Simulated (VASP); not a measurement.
# Al (Fm-3m) in VASP: a series of runs

Al is run at these levels: PBE; tasks: single point, relaxation of cell and atoms.

Program: VASP 6.6.1. These are calculated values, not measurements. Logs are shortened: lines on timing, memory, paths and dates and some standing lists are left out, and cuts for length are marked.

### Step 1. The cell of the first run

The structure is cubic, space group Fm-3m (No. 225). The conventional cell has a = 4.040 Å, b = 4.040 Å, c = 4.040 Å, α = 90.00°, β = 90.00°, γ = 90.00°. Within 3.8 Å of Al (site symmetry m-3m) lie 12 Al at 2.86 Å.

### Step 2. Single point, PBE

Contents of INCAR:

```
SYSTEM = Al
  ALGO = Fast
  EDIFF = 1E-6
  ENCUT = 520
  GGA = PE
  ISIF = 2
  ISMEAR = 0
  LASPH = .True.
  LCHARG = .True.
  LELF = .True.
  LREAL = .False.
  LVHAR = .True.
  LWAVE = .False.
  NBANDS = 8
  NELM = 60
  PREC = Accurate
  SIGMA = 0.1
```

Contents of KPOINTS:

```
k-points
0
Gamma
  24 24 24
  0 0 0
```

Contents of POSCAR:

```
Al
1.0
    0.0000000000      2.0199492779      2.0199492779
    2.0199492779      0.0000000000      2.0199492779
    2.0199492779      2.0199492779      0.0000000000
Al
1
Direct
    0.0000000000      0.0000000000      0.0000000000
```

Potentials or basis: VASP PAW PBE potentials, release 64 (Al).

Launch:

```
> cat potpaw_PBE.64/Al/POTCAR > POTCAR
> mpirun -np 1 vasp_std > vasp.out
```

OUTCAR:

```text
SYSTEM = Al
   EDIFF = 1E-6
   ENCUT = 520
   GGA = PE
   ISIF = 2
   ISMEAR = 0
   LASPH = .True.
   LREAL = .False.
   NELM = 60
   PREC = Accurate

 ion  position               nearest neighbor table
   1  0.000  0.000  0.000-

  LATTYP: Found a face centered cubic cell.
 ALAT       =     4.0398985558

  Lattice vectors:

 A1 = (   0.0000000000,   2.0199492779,   2.0199492779)
 A2 = (   2.0199492779,   0.0000000000,   2.0199492779)
 A3 = (   2.0199492779,   2.0199492779,   0.0000000000)

Analysis of symmetry for initial positions (statically):
=====================================================================
 Subroutine PRICEL returns:
 Original cell was already a primitive cell.

 Routine SETGRP: Setting up the symmetry group for a
 face centered cubic supercell.

 Subroutine GETGRP returns: Found 48 space group operations
 (whereof 48 operations were pure point group operations)
 out of a pool of 48 trial point group operations.

The static configuration has the point symmetry O_h .

Analysis of symmetry for dynamics (positions and initial velocities):
=====================================================================
 Subroutine PRICEL returns:
 Original cell was already a primitive cell.

 Routine SETGRP: Setting up the symmetry group for a
 face centered cubic supercell.

 Subroutine GETGRP returns: Found 48 space group operations
 (whereof 48 operations were pure point group operations)
 out of a pool of 48 trial point group operations.

The dynamic configuration has the point symmetry O_h .

 Subroutine INISYM returns: Found 48 space group operations
 (whereof 48 operations are pure point group operations),
 and found     1 'primitive' translations

----------------------------------------------------------------------------------------

                                     Primitive cell

  volume of cell :      16.4836

  direct lattice vectors                    reciprocal lattice vectors
     0.000000000  2.019949278  2.019949278    -0.247530968  0.247530968  0.247530968
     2.019949278  0.000000000  2.019949278     0.247530968 -0.247530968  0.247530968
     2.019949278  2.019949278  0.000000000     0.247530968  0.247530968 -0.247530968

  length of vectors
     2.856639664  2.856639664  2.856639664     0.428736213  0.428736213  0.428736213

  position of ions in fractional coordinates (direct lattice)
     0.000000000  0.000000000  0.000000000

  ion indices of the primitive-cell ions
   primitive index   ion index
                 1           1

----------------------------------------------------------------------------------------

 KPOINTS: k-points

Automatic generation of k-mesh.
 Grid dimensions read from file:
 generate k-points for:   24   24   24

 Generating k-lattice:

  Cartesian coordinates                     Fractional coordinates (reciprocal lattice)
    -0.010313790  0.010313790  0.010313790     0.041666667  0.000000000  0.000000000
     0.010313790 -0.010313790  0.010313790     0.000000000  0.041666667  0.000000000
     0.010313790  0.010313790 -0.010313790     0.000000000  0.000000000  0.041666667

  Length of vectors
     0.017864009  0.017864009  0.017864009

  Shift w.r.t. Gamma in fractional coordinates (k-lattice)
     0.000000000  0.000000000  0.000000000

 Subroutine IBZKPT returns following result:
 ===========================================

 Found    413 irreducible k-points:

 Following reciprocal coordinates:
            Coordinates               Weight
  0.000000  0.000000  0.000000      1.000000
  0.041667  0.000000  0.000000      8.000000
  0.083333  0.000000  0.000000      8.000000
  0.125000  0.000000  0.000000      8.000000
  0.166667  0.000000  0.000000      8.000000
  0.208333  0.000000  0.000000      8.000000
[... 16 lines left out ...]
  0.416667  0.041667  0.000000     24.000000
  0.458333  0.041667  0.000000     24.000000
 [... further k-points ...]
   k-points           NKPTS =    413   k-points in BZ     NKDIM =    413   number of bands    NBANDS=      8
   number of dos      NEDOS =    301   number of ions     NIONS =      1
   total plane-waves  NPLWV =  13824
   dimension x,y,z NGX =    24 NGY =   24 NGZ =   24
   dimension x,y,z NGXF=    48 NGYF=   48 NGZF=   48
   ions per type =               1
   NGX,Y,Z   is equivalent  to a cutoff of  13.97, 13.97, 13.97 a.u.
   NGXF,Y,Z  is equivalent  to a cutoff of  27.93, 27.93, 27.93 a.u.
 SYSTEM =  Al
   PREC   = accura    normal or accurate (medium, high low for compatibility)
   ISTART =      0    job   : 0-new  1-cont  2-samecut
   ICHARG =      2    charge: 1-file 2-atom 10-const
   ISPIN  =      1    spin polarized calculation?
   LNONCOLLINEAR =      F non collinear calculations
   LSORBIT =      F    spin-orbit coupling
   LASPH  =      T    aspherical Exc in radial PAW
   ENCUT  =  520.0 eV  38.22 Ry    6.18 a.u.   5.31  5.31  5.31*2*pi/ulx,y,z
   NELM   =     60;   NELMIN=  2; NELMDL= -5     # of ELM steps
   EDIFF  = 0.1E-05   stopping-criterion for ELM
   LREAL  =      F    real-space projection
   EDIFFG = 0.1E-04   stopping-criterion for IOM
   NSW    =      0    number of steps for IOM
   IBRION =     -1    ionic relax: 0-MD 1-quasi-New 2-CG
   NFREE  =      0    steps in history (QN), initial steepest desc. (CG)
   ISIF   =      2    stress and relaxation
   ISYM   =      2    0-nonsym 1-usesym 2-fastsym
   POTIM  = 0.5000    time-step for ionic-motion
   TEBEG  =    0.0;   TEEND  =   0.0 temperature during run
   PSTRESS=    0.0 pullay stress
   NELECT =       3.0000    total number of electrons
   NUPDOWN=      -1.0000    fix difference up-down
   EMIN   =  10.00;   EMAX   =-10.00  energy-range for DOS
   EFERMI =   0.00;   METHOD = LEGACY
   ISMEAR =     0;   SIGMA  =   0.10  broadening in eV -4-tet -1-fermi 0-gaus
   EFERMI_NEDOS =   21; number of points for ismear=-14 and -15
   IALGO  =     68    algorithm
   IMIX   =      4    mixing-type and parameters
     AMIX     =   0.40;   BMIX     =  1.00
     AMIX_MAG =   1.60;   BMIX_MAG =  1.00
  volume/ion in A,a.u.               =      16.48       111.24
  Fermi-wavevector in a.u.,A,eV,Ry     =   0.927751  1.753195 11.710834  0.860722
  Thomas-Fermi vector in A             =   2.053854
   LORBIT       =      0    0 simple, 1 ext, 2 COOP (PROOUT), +10 PAW based schemes
   GGA     = PE    functional components
   LHFCALC =     F    Hartree Fock is set to
   AEXX    =    0.0000 exact exchange contribution
   IVDW    =     0    specifies the selected vdW correction
   LEPSILON=     F    determine dielectric tensor
   LRPA    =     F    only Hartree local field effects (RPA)
 non-spin polarized calculation
 RMM-DIIS sequential band-by-band and
 Gauss-broadening in eV      SIGMA  =   0.10
  energy-cutoff  :      520.00
  volume of cell :       16.48
 maximum number of plane-waves:       459
 NGX is ok and might be reduce to    24
   NGX = 11   NGY = 11   NGZ = 11

 number of electron       3.0000000 magnetization

 Free energy of the ion-electron system (eV)
  ---------------------------------------------------
  ext. energy  EPLUGINS =         0.00000000
  ---------------------------------------------------
  free energy    TOTEN  =        -3.74539632 eV

  energy without entropy =       -3.74294920  energy(sigma->0) =       -3.74417276

 E-fermi :   8.0198     XC(G=0): -10.2004

 val. band max:        7.9918850849   @ k =  -0.3333   0.3750   0.0417
 cond. band min:       8.0316366016   @ k =  -0.2917   0.4583   0.1667
 fundamental gap:      0.0397515168
 Fermi energy:         8.0197618297

 k-point     1 :       0.0000    0.0000    0.0000
  band No.  band energies     occupation
      1      -3.1310      2.00000
      2      20.6350      0.00000
      3      20.6350      0.00000
      4      20.6350      0.00000
      5      22.1343      0.00000
      6      22.1343      0.00000
      7      22.1343      0.00000
      8      24.4832      0.00000

 k-point     2 :       0.0417    0.0000    0.0000
  band No.  band energies     occupation
      1      -3.0837      2.00000
      2      19.6368      0.00000
      3      20.4416      0.00000
      4      20.4416      0.00000
      5      22.4016      0.00000
      6      22.4016      0.00000
      7      22.5920      0.00000
      8      24.9898      0.00000

 k-point     3 :       0.0833    0.0000    0.0000
  band No.  band energies     occupation
      1      -2.9421      2.00000
      2      18.0196      0.00000
      3      20.0673      0.00000
      4      20.0673      0.00000
      5      22.7941      0.00000
      6      22.9909      0.00000
      7      22.9909      0.00000
      8      26.3210      0.00000

 k-point     4 :       0.1250    0.0000    0.0000
  band No.  band energies     occupation
      1      -2.7064      2.00000
      2      16.3305      0.00000
      3      19.6918      0.00000
      4      19.6918      0.00000
      5      22.7375      0.00000
      6      23.6768      0.00000
      7      23.6768      0.00000
      8      25.6843      0.00000

 k-point     5 :       0.1667    0.0000    0.0000
  band No.  band energies     occupation
      1      -2.3771      2.00000
      2      14.6560      0.00000
      3      19.3673      0.00000
      4      19.3673      0.00000
      5      22.6072      0.00000
      6      24.0534      0.00000
      7      24.0534      0.00000
      8      25.2922      0.00000
[... 177 lines left out ...]
 k-point    22 :       0.3750    0.0417    0.0000
  band No.  band energies     occupation
      1       0.4152      2.00000
      2       7.6272      2.00000
      3      17.9791      0.00000
      4      19.1799      0.00000
      5      19.8094      0.00000
      6      21.8714      0.00000
      7      22.9648      0.00000
      8      25.2651      0.00000

 k-point    23 :       0.4167    0.0417    0.0000
  band No.  band energies     occupation
      1       1.2576      2.00000
      2       6.3161      2.00000
      3      18.0783      0.00000
      4      19.2450      0.00000
      5      19.2949      0.00000
      6      21.3284      0.00000
      7      23.1097      0.00000
      8      24.6872      0.00000

 k-point    24 :       0.4583    0.0417    0.0000
  band No.  band energies     occupation
      1       2.1855      2.00000
      2       5.0845      2.00000
      3      18.2573      0.00000
      4      18.7760      0.00000
      5      19.4734      0.00000
      6      20.8611      0.00000
      7      23.3342      0.00000
      8      24.1734      0.00000

 [... further k-points ...]

------------------------ aborting loop because EDIFF is reached ----------------------------------------

  FORCE on cell =-STRESS in cart. coord.  units (eV):
  Direction    XX          YY          ZZ          XY          YZ          ZX
  --------------------------------------------------------------------------------------
  -------------------------------------------------------------------------------------
  Total       -0.0048979     -0.0048979     -0.0048979     -0.0000000     -0.0000000      0.0000000
  in kB       -0.4760697     -0.4760697     -0.4760697     -0.0000000     -0.0000000      0.0000000
  external PRESSURE =      -0.4760697 kB  Pullay stress =       0.0000000 kB

 VOLUME and BASIS-vectors are now :
 -----------------------------------------------------------------------------
  energy-cutoff  :      520.00
  volume of cell :       16.48
      direct lattice vectors                 reciprocal lattice vectors
     0.000000000  2.019949278  2.019949278    -0.247530968  0.247530968  0.247530968
     2.019949278  0.000000000  2.019949278     0.247530968 -0.247530968  0.247530968
     2.019949278  2.019949278  0.000000000     0.247530968  0.247530968 -0.247530968

 POSITION                                       TOTAL-FORCE (eV/Angst)
 -----------------------------------------------------------------------------------
      0.00000      0.00000      0.00000        -0.000000      0.000000     -0.000000
 -----------------------------------------------------------------------------------
    total drift:                               -0.000000      0.000000      0.000000

  FREE ENERGIE OF THE ION-ELECTRON SYSTEM (eV)
  ---------------------------------------------------
  free  energy   TOTEN  =        -3.7453963170 eV

  energy  without entropy=       -3.7429492002  energy(sigma->0) =       -3.74417276
```

It took 29 s on 1 thread of Intel Xeon Platinum 8488C (Sapphire Rapids), shared host; peak memory 0.17 GiB.

What came out:

```yaml
Free_energy: -3.7454 eV
Pressure: 0.0 GPa
```

Levels at points of the mesh, in eV from the Fermi level:
```tsv
k point	band 1	band 2	band 3	band 4	band 5
(0.00, 0.00, 0.00)	-11.15	12.62	12.62	12.62	14.11
(0.50, 0.00, 0.00)	-4.61	-4.39	11.41	11.41	11.46
(0.50, 0.50, 0.00)	-2.94	-1.61	5.25	5.59	5.59
```

### Step 3. Relaxation of cell and atoms, PBE

This run uses another cell than the first one, of 16.61 Å³/atom, 1.008 times its volume.

Contents of INCAR:

```
SYSTEM = Al
ALGO = Normal
EDIFF = 1E-6
EDIFFG = -0.003
ENCUT = 600
GGA = PE
IBRION = 2
ISIF = 3
ISMEAR = 0
LASPH = .True.
LCHARG = .False.
LREAL = .False.
LWAVE = .False.
NELM = 60
NSW = 80
PREC = Accurate
SIGMA = 0.1
```

KPOINTS is that of step 2.

Contents of POSCAR:

```
Al
1.0
    0.0000000000      2.0250000000      2.0250000000
    2.0250000000      0.0000000000      2.0250000000
    2.0250000000      2.0250000000      0.0000000000
Al
1
Direct
    0.0000000000      0.0000000000      0.0000000000
```

Potentials or basis: VASP PAW PBE potentials, release 64 (Al).

Launch:

```
> cat potpaw_PBE.64/Al/POTCAR > POTCAR
> mpirun -np 1 vasp_std > vasp.out
```

OUTCAR:

```text
SYSTEM = Al
   EDIFF = 1E-6
   EDIFFG = -0.003
   ENCUT = 600
   GGA = PE
   IBRION = 2
   ISIF = 3
   ISMEAR = 0
   LASPH = .True.
   LREAL = .False.
   NELM = 60
   NSW = 80
   PREC = Accurate

 ion  position               nearest neighbor table
   1  0.000  0.000  0.000-

  LATTYP: Found a face centered cubic cell.
 ALAT       =     4.0500000000

  Lattice vectors:

 A1 = (   0.0000000000,   2.0250000000,   2.0250000000)
 A2 = (   2.0250000000,   0.0000000000,   2.0250000000)
 A3 = (   2.0250000000,   2.0250000000,   0.0000000000)

Analysis of symmetry for initial positions (statically):
=====================================================================
 Subroutine PRICEL returns:
 Original cell was already a primitive cell.

 Routine SETGRP: Setting up the symmetry group for a
 face centered cubic supercell.

 Subroutine GETGRP returns: Found 48 space group operations
 (whereof 48 operations were pure point group operations)
 out of a pool of 48 trial point group operations.

The static configuration has the point symmetry O_h .
[... 161 lines left out ...]

------------------------ aborting loop because EDIFF is reached ----------------------------------------

  FORCE on cell =-STRESS in cart. coord.  units (eV):
  Direction    XX          YY          ZZ          XY          YZ          ZX
  --------------------------------------------------------------------------------------
  -------------------------------------------------------------------------------------
  Total       -0.0630222     -0.0630222     -0.0630222      0.0000000     -0.0000000      0.0000000
  in kB       -6.0799412     -6.0799412     -6.0799412      0.0000000     -0.0000000      0.0000000
  external PRESSURE =      -6.0799412 kB  Pullay stress =       0.0000000 kB
[... 57 lines left out ...]
--------------------------------------- Ionic step        3  -------------------------------------------

 number of electron       3.0000000 magnetization

 Free energy of the ion-electron system (eV)
  ---------------------------------------------------
  ext. energy  EPLUGINS =         0.00000000
  ---------------------------------------------------
  free energy    TOTEN  =        -3.74547516 eV

  energy without entropy =       -3.74302962  energy(sigma->0) =       -3.74425239

 E-fermi :   8.0255     XC(G=0): -10.2026

 val. band max:        7.9984654431   @ k =  -0.3333   0.3750   0.0417
 cond. band min:       8.0380046723   @ k =  -0.2917   0.4583   0.1667
 fundamental gap:      0.0395392292
 Fermi energy:         8.0255199512

 k-point     1 :       0.0000    0.0000    0.0000
  band No.  band energies     occupation
      1      -3.1292      2.00000
      2      20.6438      0.00000
      3      20.6438      0.00000
      4      20.6438      0.00000
      5      22.1473      0.00000
[... 177 lines left out ...]
 k-point    24 :       0.4583    0.0417    0.0000
  band No.  band energies     occupation
      1       2.1892      2.00000
      2       5.0892      2.00000
      3      18.2669      0.00000
      4      18.7856      0.00000
      5      19.4835      0.00000

 [... further k-points ...]
[... 5 lines left out ...]
  --------------------------------------------------------------------------------------
  -------------------------------------------------------------------------------------
  Total        0.0006829      0.0006829      0.0006829     -0.0000000      0.0000000     -0.0000000
  in kB        0.0664175      0.0664175      0.0664175     -0.0000000      0.0000000     -0.0000000
  external PRESSURE =       0.0664175 kB  Pullay stress =       0.0000000 kB
[... 16 lines left out ...]
  FREE ENERGIE OF THE ION-ELECTRON SYSTEM (eV)
  ---------------------------------------------------
  free  energy   TOTEN  =        -3.7454751648 eV

  energy  without entropy=       -3.7430296150  energy(sigma->0) =       -3.74425239

 reached required accuracy - stopping structural energy minimisation
```

OSZICAR:

```text
N       E                     dE             d eps       ncg     rms          rms(c)
DAV:   1    -0.123827413824E+01   -0.12383E+01   -0.91806E+02  4210   0.373E+02
DAV:   2    -0.374382343181E+01   -0.25055E+01   -0.22987E+01  5160   0.332E+01
DAV:   3    -0.376768285878E+01   -0.23859E-01   -0.23461E-01  5535   0.389E+00
[... 12 lines left out ...]
DAV:   4    -0.374547047059E+01    0.52102E-06   -0.35832E-07  2465   0.389E-03
   2 F= -.37454705E+01 E0= -.37442496E+01  d E =-.252529E-03
       N       E                     dE             d eps       ncg     rms          rms(c)
DAV:   1    -0.374547551933E+01   -0.45277E-05   -0.56924E-05  5105   0.474E-02    0.675E-03
DAV:   2    -0.374547516477E+01    0.35456E-06   -0.32163E-07  2845   0.534E-03
   3 F= -.37454752E+01 E0= -.37442524E+01  d E =-.257223E-03
```

CONTCAR:

```text
Al
   1.00000000000000
     0.0000000000000000    2.0195661093143684    2.0195661093143684
     2.0195661093143684   -0.0000000000000000    2.0195661093143684
     2.0195661093143684    2.0195661093143684    0.0000000000000000
  Al
     1
Direct
     0.0000000000000000    0.0000000000000000    0.0000000000000000

  0.00000000E+00  0.00000000E+00  0.00000000E+00
```

Wall time 23 s (1 thread of Intel Xeon Platinum 8488C (Sapphire Rapids), shared host); peak memory 0.17 GiB.

What came out:

| Quantity | Value |
| --- | --- |
| Free energy | -3.7455 eV |
| Relaxed volume | 16.47 Å³/atom |
| Relaxed cell | a = 2.856 Å, b = 2.856 Å, c = 2.856 Å, α = 60.00°, β = 60.00°, γ = 60.00° |
| Space group after relaxing (to 0.05 Å) | Fm-3m (No. 225) |
| Energy gained by relaxing | 0.3 meV/atom |
| Ionic steps | 3 |
| Pressure after relaxing | 0.0 GPa |

Step by step:
| step | energy change (eV) | largest force (eV/Å) | pressure (GPa) | volume (Å³) |
| --- | --- | --- | --- | --- |
| 1 | 0.0000 | 0.0000 | -0.61 | 16.61 |
| 2 | -0.0003 | 0.0000 | 0.08 | 16.46 |
| 3 | -0.0003 | 0.0000 | 0.01 | 16.47 |

Final structure:
```
CELL_PARAMETERS angstrom
0.00000 2.01957 2.01957
2.01957 0.00000 2.01957
2.01957 2.01957 0.00000
ATOMIC_POSITIONS crystal
Al 0.00000 0.00000 0.00000
```
